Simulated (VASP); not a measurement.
# TiIn4 (Im-3m) in VASP: notebook

Runs on TiIn4. Level: PBE. Tasks: relaxation of cell and atoms, single point.

Program: VASP 6.6.1. These are calculated values, not measurements. Logs are shortened: lines on timing, memory, paths and dates and some standing lists are left out, and cuts for length are marked.

### Step 1. The cell of the first run

The structure is cubic, space group Im-3m (No. 229). Conventional cell: a = 6.051 Å, b = 6.051 Å, c = 6.051 Å, α = 90.00°, β = 90.00°, γ = 90.00°. Ti (site symmetry m-3m) has 8 In at 2.62 Å within 3.5 Å. Within 3.5 Å of In (site symmetry -3m) lie 2 Ti at 2.62 Å and 6 In at 3.03 Å.

The cell was generated, and may not be a known phase.

### Step 2. Relaxation of cell and atoms, PBE

INCAR

```
ALGO = Fast
EDIFF = 1E-6
EDIFFG = -0.04
ENCUT = 600
GGA = PE
IBRION = 2
ISIF = 3
ISMEAR = 0
LASPH = True
LCHARG = False
LREAL = False
LWAVE = False
NELM = 100
NSW = 90
PREC = Accurate
SIGMA = 0.1
```

KPOINTS

```
k-points
0
Gamma
  4 4 4
```

POSCAR

```
TiIn4
1.0
   -3.0256023000      3.0256023000      3.0256023000
    3.0256023000     -3.0256023000      3.0256023000
    3.0256023000      3.0256023000     -3.0256023000
Ti In
1 4
Direct
    0.0000000000      0.0000000000      0.0000000000
    0.5000000000      0.5000000000      0.5000000000
    0.5000000000      0.0000000000      0.0000000000
    0.0000000000      0.0000000000      0.5000000000
    0.0000000000      0.5000000000      0.0000000000
```

Potentials or basis: VASP PAW PBE potentials, release 64 (Ti_sv, In_d).

Launch:

```console
$ cat potpaw_PBE.64/Ti_sv/POTCAR potpaw_PBE.64/In_d/POTCAR > POTCAR
$ mpirun -np 1 vasp_std > vasp.out
```

OUTCAR:

```text
EDIFF = 1E-6
   EDIFFG = -0.04
   ENCUT = 600
   GGA = PE
   IBRION = 2
   ISIF = 3
   ISMEAR = 0
   LASPH = True
   LREAL = False
   NELM = 100
   NSW = 90
   PREC = Accurate

 ion  position               nearest neighbor table
   1  0.000  0.000  0.000-   2 2.62   3 2.62   4 2.62   5 2.62   4 2.62   5 2.62   3 2.62   2 2.62

   2  0.500  0.500  0.500-   1 2.62   1 2.62   4 3.03   5 3.03   3 3.03   5 3.03   4 3.03   3 3.03

   3  0.500  0.000  0.000-   1 2.62   1 2.62   4 3.03   5 3.03   2 3.03   2 3.03   4 3.03   5 3.03

   4  0.000  0.000  0.500-   1 2.62   1 2.62   3 3.03   5 3.03   2 3.03   5 3.03   3 3.03   2 3.03

   5  0.000  0.500  0.000-   1 2.62   1 2.62   3 3.03   4 3.03   2 3.03   4 3.03   2 3.03   3 3.03

  LATTYP: Found a body centered cubic cell.
 ALAT       =     6.0512046000

  Lattice vectors:

 A1 = (  -3.0256023000,   3.0256023000,   3.0256023000)
 A2 = (   3.0256023000,  -3.0256023000,   3.0256023000)
 A3 = (   3.0256023000,   3.0256023000,  -3.0256023000)

Analysis of symmetry for initial positions (statically):
=====================================================================
 Subroutine PRICEL returns:
 Original cell was already a primitive cell.

 Routine SETGRP: Setting up the symmetry group for a
 body centered cubic supercell.

 Subroutine GETGRP returns: Found 48 space group operations
 (whereof 48 operations were pure point group operations)
 out of a pool of 48 trial point group operations.

The static configuration has the point symmetry O_h .

Analysis of symmetry for dynamics (positions and initial velocities):
=====================================================================
 Subroutine PRICEL returns:
 Original cell was already a primitive cell.

 Routine SETGRP: Setting up the symmetry group for a
 body centered cubic supercell.

 Subroutine GETGRP returns: Found 48 space group operations
 (whereof 48 operations were pure point group operations)
 out of a pool of 48 trial point group operations.

The dynamic configuration has the point symmetry O_h .

 Subroutine INISYM returns: Found 48 space group operations
 (whereof 48 operations are pure point group operations),
 and found     1 'primitive' translations

----------------------------------------------------------------------------------------

                                     Primitive cell

  volume of cell :     110.7887

[... 103 lines left out ...]
   LHFCALC =     F    Hartree Fock is set to
   AEXX    =    0.0000 exact exchange contribution
   IVDW    =     0    specifies the selected vdW correction
   LEPSILON=     F    determine dielectric tensor
   LRPA    =     F    only Hartree local field effects (RPA)
 conjugate gradient relaxation of ions
 non-spin polarized calculation
 RMM-DIIS sequential band-by-band and
 Gauss-broadening in eV      SIGMA  =   0.10
  energy-cutoff  :      600.00
  volume of cell :      110.79
 maximum number of plane-waves:      3781
 NGX is ok and might be reduce to    42
   NGX = 21   NGY = 21   NGZ = 21

--------------------------------------- Ionic step        1  -------------------------------------------

 number of electron      64.0000027 magnetization

 Free energy of the ion-electron system (eV)
  ---------------------------------------------------
  ext. energy  EPLUGINS =         0.00000000
  ---------------------------------------------------
  free energy    TOTEN  =       -16.55718769 eV

  energy without entropy =      -16.52991783  energy(sigma->0) =      -16.54355276

 E-fermi :   7.9351     XC(G=0): -10.7186

 val. band max:        7.9203001020   @ k =   0.2500   0.0000   0.0000
 cond. band min:       7.9966874925   @ k =   0.5000   0.0000   0.0000
 fundamental gap:      0.0763873905
 Fermi energy:         7.9350632764

 k-point     1 :       0.0000    0.0000    0.0000
  band No.  band energies     occupation
      1     -47.9291      2.00000
      2     -24.2966      2.00000
      3     -24.2966      2.00000
      4     -24.2966      2.00000
      5      -6.5077      2.00000
      6      -6.5077      2.00000
[... 355 lines left out ...]
--------------------------------------- Ionic step        2  -------------------------------------------

 number of electron      63.9999955 magnetization

------------------------ aborting loop EDIFF was not reached (unconverged)  ----------------------------

  FORCE on cell =-STRESS in cart. coord.  units (eV):
  Direction    XX          YY          ZZ          XY          YZ          ZX
  --------------------------------------------------------------------------------------
  -------------------------------------------------------------------------------------
  Total       -3.8432080     -3.8432080     -3.8432080      0.0000000     -0.0000000      0.0000000
  in kB      -39.3706011    -39.3706011    -39.3706011      0.0000000     -0.0000000      0.0000000
  external PRESSURE =     -39.3706011 kB  Pullay stress =       0.0000000 kB
[... 26 lines left out ...]
--------------------------------------- Ionic step        3  -------------------------------------------

 number of electron      63.9999969 magnetization

------------------------ aborting loop EDIFF was not reached (unconverged)  ----------------------------

  FORCE on cell =-STRESS in cart. coord.  units (eV):
  Direction    XX          YY          ZZ          XY          YZ          ZX
  --------------------------------------------------------------------------------------
  -------------------------------------------------------------------------------------
  Total        1.0390131      1.0390131      1.0390131     -0.0000000      0.0000000     -0.0000000
  in kB       12.2593237     12.2593237     12.2593237     -0.0000000      0.0000000     -0.0000000
  external PRESSURE =      12.2593237 kB  Pullay stress =       0.0000000 kB
[... 65 lines left out ...]
--------------------------------------- Ionic step        5  -------------------------------------------

 number of electron      63.9999961 magnetization

 Free energy of the ion-electron system (eV)
  ---------------------------------------------------
  ext. energy  EPLUGINS =         0.00000000
  ---------------------------------------------------
  free energy    TOTEN  =       -17.85954207 eV

  energy without entropy =      -17.83017432  energy(sigma->0) =      -17.84485820

 E-fermi :   5.6543     XC(G=0):  -9.6407

 val. band max:        5.6509260498   @ k =   0.2500   0.0000   0.0000
 cond. band min:       5.6747689319   @ k =   0.5000   0.0000   0.0000
 fundamental gap:      0.0238428821
 Fermi energy:         5.6543041254

 k-point     1 :       0.0000    0.0000    0.0000
  band No.  band energies     occupation
      1     -50.8202      2.00000
      2     -27.1068      2.00000
      3     -27.1068      2.00000
      4     -27.1068      2.00000
      5      -8.5595      2.00000
      6      -8.5595      2.00000
[... 349 lines left out ...]
  FREE ENERGIE OF THE ION-ELECTRON SYSTEM (eV)
  ---------------------------------------------------
  free  energy   TOTEN  =       -17.8595420715 eV

  energy  without entropy=      -17.8301743245  energy(sigma->0) =      -17.84485820

 reached required accuracy - stopping structural energy minimisation
```

It took 9.1 min on 1 thread of AMD EPYC 9R45 (Zen 5), shared host; peak memory 0.25 GiB.

Results:

```
Free energy                           : -17.8595 eV
Relaxed volume                        : 27.85 Å³/atom
Relaxed cell                          : a = 5.656 Å, b = 5.656 Å, c = 5.656 Å, α = 109.47°, β = 109.47°, γ = 109.47°
Space group after relaxing (to 0.1 Å) : Im-3m (No. 229)
Energy gained by relaxing             : 260.5 meV/atom
Ionic steps                           : 5
Pressure after relaxing               : -0.1 GPa
Band gap on the k mesh                : zero (bands 32 and 33 overlap by 0.96 eV)
```

The path:
```tsv
step	energy change (eV)	largest force (eV/Å)	pressure (GPa)	volume (Å³)
1	0.0000	0.0000	18.25	110.79
2	-0.8222	0.0000	-3.94	156.40
3	-1.2637	0.0000	1.23	135.79
4	-1.2993	0.0000	-0.26	140.01
5	-1.3024	0.0000	-0.05	139.25
```

Final structure:
```
Ti In
1.0
    -3.26522    3.26522    3.26522
     3.26522   -3.26522    3.26522
     3.26522    3.26522   -3.26522
Ti In
1 4
Direct
  0.00000 0.00000 0.00000
  0.50000 0.50000 0.50000
  0.50000 0.00000 0.00000
  0.00000 0.00000 0.50000
  0.00000 0.50000 0.00000
```

Levels at points of the mesh, in eV from the Fermi level:
| k point | band 28 | band 29 | band 30 | band 31 | band 32 | band 33 | band 34 | band 35 | band 36 | band 37 |
| --- | --- | --- | --- | --- | --- | --- | --- | --- | --- | --- |
| (0.00, 0.00, 0.00) | -2.79 | -0.74 | -0.74 | -0.74 | -0.06 | -0.06 | -0.06 | 1.02 | 1.02 | 2.82 |
| (0.50, 0.00, 0.00) | -3.43 | -1.62 | -0.96 | 0.02 | 0.19 | 0.35 | 1.61 | 2.22 | 2.32 | 2.54 |
| (0.50, 0.50, 0.50) | -3.43 | -2.68 | -2.68 | -0.46 | -0.46 | -0.46 | 1.17 | 2.01 | 2.01 | 3.89 |

Caveat: the k points lie up to 0.34 Å⁻¹ apart in the final cell, too coarse for converged energies and pressures of a metal; the volume moved by over 15 % at a fixed basis, so the end points are rough; spin-orbit coupling is left out, which moves the levels of the heavy elements.

(Part 1 of 2 ends here.)

The gap in the log of VASP goes by the Fermi energy; the results here count the filled bands.